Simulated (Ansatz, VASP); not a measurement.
# Two plane-wave programs on TiO2

The input INCAR:

```
SYSTEM = TiO2
  ALGO = Normal
  EDIFF = 1E-6
  ENCUT = 520
  GGA = PE
  ISIF = 2
  ISMEAR = 0
  LASPH = .TRUE.
  LCHARG = .FALSE.
  LREAL = .FALSE.
  LWAVE = .FALSE.
  NBANDS = 46
  NELM = 100
  PREC = Accurate
  SIGMA = 0.015
```

Contents of KPOINTS:

```
k-points
0
G
  9 6 4
  0 0 0
```

POSCAR

```
TiO2
1.0
    2.9682645463      0.0000000000      0.0000000000
    0.0002080834      4.7076067549      0.0000000000
    1.4835696211      0.2423534620      7.0834647979
Ti O
3 6
Direct
    0.0033718700      0.0003888100      0.0007031900
    0.3446402100      0.4802596500      0.3169598700
    0.6617081400      0.5204743600      0.6844963600
    0.4400381600      0.1854376900      0.1285388000
    0.7779263400      0.2977287500      0.4518780700
    0.1012362400      0.3089534200      0.8062432200
    0.9064972100      0.6918369900      0.1951715700
    0.2294071500      0.7030072800      0.5495147300
    0.5680256700      0.8153000600      0.8728271800
```

The input input.yaml:

```yaml
crystal:
  lattice:
    - [2.9682645463, 0.0, 0.0]
    - [0.0002080834, 4.7076067549, 0.0]
    - [1.4835696211, 0.242353462, 7.0834647979]
  atoms:
    - { symbol: Ti, position: [0.00337187, 0.00038881, 0.00070319] }
    - { symbol: Ti, position: [0.34464021, 0.48025965, 0.31695987] }
    - { symbol: Ti, position: [0.66170814, 0.52047436, 0.68449636] }
    - { symbol: O, position: [0.44003816, 0.18543769, 0.1285388] }
    - { symbol: O, position: [0.77792634, 0.29772875, 0.45187807] }
    - { symbol: O, position: [0.10123624, 0.30895342, 0.80624322] }
    - { symbol: O, position: [0.90649721, 0.69183699, 0.19517157] }
    - { symbol: O, position: [0.22940715, 0.70300728, 0.54951473] }
    - { symbol: O, position: [0.56802567, 0.81530006, 0.87282718] }
hamiltonian:
  xc: pbe
  pseudopotentials: { kind: paw }
kpoints:
  mp_grid: { grid: [9, 6, 4] }
scf:
  occupations: { method: gaussian, width: 0.015 }
output:
  forces: true
  stress: true
  eigenvalues: true
```

Alike in both runs: task single point; functional PBE; k mesh 9 × 6 × 4; occupations gaussian, width 0.015 eV; no spin polarisation.

|  | VASP | Ansatz |
| --- | --- | --- |
| version | VASP 6.6.1 | Ansatz 0.2.0 |
| potentials or method | VASP PAW PBE potentials, release 64 (Ti_sv, O) | Ansatz PAW |
| plane-wave cutoff (eV) | 520 | 420 |
| valence electrons in the cell | 72 | 72 |

Ansatz gave:

| Property | Result |
| --- | --- |
| gap on the k mesh at the Fermi level (eV) | 2.27 |
| least direct gap on the mesh (eV) | 2.32 |
| pressure (GPa) | 3.7 |
| traceless stress, the component that is largest in VASP (GPa) | 0.39 |
| rms of the force components (eV/Å) | 0.044 |

Task: Estimate VASP's values.

Result: gap on the k mesh at the Fermi level (eV): 2.24; least direct gap on the mesh (eV): 2.30; pressure (GPa): 4.4; traceless stress, the component that is largest in VASP (GPa): 0.21; rms of the force components (eV/Å): 0.056.

Atom by atom the forces differ by 0.021 eV/Å (rms over components).

Noted on Ansatz's run: odd divisions of the mesh miss points on the zone boundary, where band edges often lie, so the gap on the mesh can be too wide.
